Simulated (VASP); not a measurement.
# CdSiN2 (P-4m2) in VASP: further runs, part 2 of 2

VASP 6.6.1. Earlier steps stand in the parts before.

## (3) Single point, r2SCAN (11.57 Å³/atom)

This run uses another cell than the first one, of 11.57 Å³/atom.

POSCAR

```
CdSiN2
1.0
    3.0262828765      0.0000000000      0.0000000000
    0.0000000000      3.0262828765      0.0000000000
    0.0000000000      0.0000000000     10.1052886355
Cd N Si
2 4 2
Direct
    0.5000000000      0.0000000000      0.8616232094
    0.0000000000      0.5000000000      0.1383767906
    0.5000000000      0.5000000000      0.0000000000
    0.0000000000      0.0000000000      0.3247102099
    0.5000000000      0.5000000000      0.5000000000
    0.0000000000      0.0000000000      0.6752897901
    0.5000000000      0.0000000000      0.3956755403
    0.0000000000      0.5000000000      0.6043244597
```

INCAR.step1

```
PREC = Accurate
ENCUT = 770
ISMEAR = -1
SIGMA = 0.02
LREAL = False
LASPH = True
NELM = 120
NBANDS = 44
GGA = PE
ALGO = Normal
EDIFF = 1E-5
LWAVE = True
LCHARG = False
GGA_COMPAT = False
```

INCAR.step2

```
PREC = Accurate
ENCUT = 770
EDIFF = 1E-6
ISMEAR = -1
SIGMA = 0.02
LREAL = False
LASPH = True
NELM = 120
ALGO = Normal
ISIF = 2
LWAVE = False
LCHARG = False
METAGGA = R2SCAN
LMIXTAU = True
NBANDS = 44
ISTART = 1
GGA_COMPAT = False
```

KPOINTS

```
Automatic mesh
0
Gamma
  8 8 2
```

Potentials or basis: VASP PAW PBE potentials, release 64 (Cd_sv_GW, N, Si).

Command:

```bash
> cat potpaw_PBE.64/Cd_sv_GW/POTCAR potpaw_PBE.64/N/POTCAR potpaw_PBE.64/Si/POTCAR > POTCAR
> cp INCAR.step1 INCAR
> mpirun -np 1 vasp_std > vasp.out
> cp INCAR.step2 INCAR
> mpirun -np 1 vasp_std > vasp.out
```

Run time: 8.1 min. Hardware: 1 thread of Intel Xeon 6975P-C (Granite Rapids), shared host; peak memory 0.43 GiB.

It converged, with:

```
Free energy            : -96.3144 eV
Pressure               : 12.5 GPa
Largest force          : 0.512 eV/Å
Band gap on the k mesh : zero (bands 34 and 35 overlap by 0.45 eV)
```

Forces on the atoms (eV/Å):
```
Cd   0.000  0.000 -0.494
Cd   0.000  0.000  0.494
N    0.000  0.000  0.000
N    0.000  0.000 -0.512
N    0.000  0.000  0.000
N    0.000  0.000  0.512
Si   0.000  0.000  0.060
Si   0.000  0.000 -0.060
```

Stress tensor (GPa, compression positive):
```
12.74  0.00  0.00
 0.00 12.74  0.00
 0.00  0.00 12.02
```

Levels at points of the mesh, in eV from the Fermi level:
```tsv
k point	band 30	band 31	band 32	band 33	band 34	band 35	band 36	band 37	band 38	band 39
(0.00, 0.00, 0.00)	-3.93	-3.93	-3.72	-1.03	-0.39	-0.39	0.09	1.46	2.08	2.66
(0.50, 0.00, 0.00)	-6.07	-4.15	-3.69	-3.42	0.06	0.96	1.71	2.90	2.93	3.98
(0.50, 0.50, 0.00)	-5.87	-5.09	-3.33	-3.33	-3.12	-0.10	1.28	2.82	4.11	4.83
(0.00, 0.00, 0.50)	-4.27	-3.91	-3.91	-0.40	-0.40	-0.01	0.01	0.80	1.84	2.66
(0.50, 0.00, 0.50)	-5.55	-4.33	-3.69	-3.57	0.06	1.52	1.87	1.91	2.44	4.56
(0.50, 0.50, 0.50)	-5.86	-5.29	-3.33	-3.33	-3.27	0.43	1.95	2.08	2.81	5.10
```

Caveat: the cell stands under pressure; semilocal functionals underestimate gaps, and a narrow one can read as zero; the PAW data sets were made with another functional, which shifts forces and pressure a little.

## (4) Single point, r2SCAN

This run uses another cell than the first one, of 12.31 Å³/atom.

Edit POSCAR of step 3 so:

```diff
@@ -2,5 +2,5 @@
 1.0
-    3.0262828765      0.0000000000      0.0000000000
-    0.0000000000      3.0262828765      0.0000000000
-    0.0000000000      0.0000000000     10.1052886355
+    3.0893485009      0.0000000000      0.0000000000
+    0.0000000000      3.0893485009      0.0000000000
+    0.0000000000      0.0000000000     10.3158758027
 Cd N Si
```

INCAR.step1

```
SYSTEM = CdSiN2
ALGO     = Normal         ! electronic algorithm
EDIFF    = 1E-5           ! SCF threshold, eV
ENCUT    = 770            ! plane-wave cutoff, eV
GGA      = PE             ! functional
GGA_COMPAT= .False.      
ISMEAR   = -1             ! smearing method
LASPH    = .True.         ! aspherical terms in the spheres
LCHARG   = .False.        ! write CHGCAR
LREAL    = .False.        ! projectors in reciprocal space
LWAVE    = .True.         ! write WAVECAR
NBANDS   = 44             ! bands
NELM     = 120            ! most SCF steps
PREC     = Accurate       ! precision mode
SIGMA    = 0.02           ! smearing width, eV
```

INCAR.step2

```
SYSTEM = CdSiN2
ALGO     = Normal         ! electronic algorithm
EDIFF    = 1E-6           ! SCF threshold, eV
ENCUT    = 770            ! plane-wave cutoff, eV
GGA_COMPAT= .False.      
ISIF     = 2              ! what is computed and relaxed
ISMEAR   = -1             ! smearing method
ISTART   = 1            
LASPH    = .True.         ! aspherical terms in the spheres
LCHARG   = .True.         ! write CHGCAR
LELF     = .True.         ! ELF
LMIXTAU  = .True.       
LREAL    = .False.        ! projectors in reciprocal space
LVHAR    = .True.       
LWAVE    = .False.        ! write WAVECAR
METAGGA  = R2SCAN         ! meta-GGA
NBANDS   = 44             ! bands
NELM     = 120            ! most SCF steps
PREC     = Accurate       ! precision mode
SIGMA    = 0.02           ! smearing width, eV
```

KPOINTS

```
k-points
0
Gamma
  8 8 2
  0 0 0
```

Command:

```bash
> cat potpaw_PBE.64/Cd_sv_GW/POTCAR potpaw_PBE.64/N/POTCAR potpaw_PBE.64/Si/POTCAR > POTCAR
> cp INCAR.step1 INCAR
> mpirun -np 1 vasp_std > vasp.out
> cp INCAR.step2 INCAR
> mpirun -np 1 vasp_std > vasp.out
```

Run time: 7.8 min. Hardware: 1 thread of Intel Xeon 6975P-C (Granite Rapids), shared host; peak memory 0.43 GiB.

Results (log left out):

| Item | Value |
| --- | --- |
| Free energy | -96.5386 eV |
| Pressure | -0.1 GPa |
| Largest force | 0.018 eV/Å |
| Band gap on the k mesh | zero (bands 34 and 35 overlap by 0.42 eV) |

Forces on the atoms (eV/Å):
```
Cd   0.000  0.000  0.001
Cd   0.000  0.000 -0.001
N    0.000  0.000  0.000
N    0.000  0.000 -0.001
N    0.000  0.000  0.000
N    0.000  0.000  0.001
Si   0.000  0.000 -0.018
Si   0.000  0.000  0.018
```

Levels at points of the mesh, in eV from the Fermi level:
| k point | band 32 | band 33 | band 34 | band 35 | band 36 | band 37 |
| --- | --- | --- | --- | --- | --- | --- |
| (0.00, 0.00, 0.00) | -3.55 | -1.19 | -0.36 | -0.36 | 0.08 | 1.25 |
| (0.50, 0.00, 0.00) | -3.42 | -3.25 | 0.06 | 0.86 | 1.52 | 2.69 |
| (0.50, 0.50, 0.00) | -3.17 | -3.17 | -2.91 | 0.00 | 1.43 | 2.83 |
| (0.00, 0.00, 0.50) | -3.66 | -0.37 | -0.37 | -0.16 | -0.13 | 0.76 |
| (0.50, 0.00, 0.50) | -3.42 | -3.40 | 0.06 | 1.39 | 1.82 | 1.85 |
| (0.50, 0.50, 0.50) | -3.16 | -3.16 | -3.03 | 0.48 | 2.06 | 2.13 |

Caveat: semilocal functionals underestimate gaps, and a narrow one can read as zero; the PAW data sets were made with another functional, which shifts forces and pressure a little.

## (5) Summary

| level | cell | k mesh | cutoff (eV) | gap on the mesh (eV) | pressure (GPa) | largest force (eV/Å) |
| --- | --- | --- | --- | --- | --- | --- |
| PBE | a = 3.050, b = 3.050, c = 10.203 Å, 8 atoms, atomic positions A | 6 × 6 × 2 | 700 | none | 11.0 | 0.53 |
| r2SCAN | a = 3.026, b = 3.026, c = 10.105 Å, 8 atoms, atomic positions B | 8 × 8 × 2 | 770 | none | 12.5 | 0.51 |
| r2SCAN | a = 3.089, b = 3.089, c = 10.316 Å, 8 atoms, atomic positions B | 8 × 8 × 2 | 770 | none | -0.1 | 0.02 |

Alike in all rows: task single point; potentials or basis VASP PAW PBE potentials, release 64 (Cd_sv_GW, N, Si); no spin polarisation; smearing fermi-dirac 0.02 eV.

Caveats: semilocal functionals underestimate gaps, and a narrow one can read as zero; the cell stands under pressure (at least some runs); the PAW data sets were made with another functional, which shifts forces and pressure a little (at least some runs).

Total energies depend on the potentials used, so only differences within one code and one set of settings carry meaning.
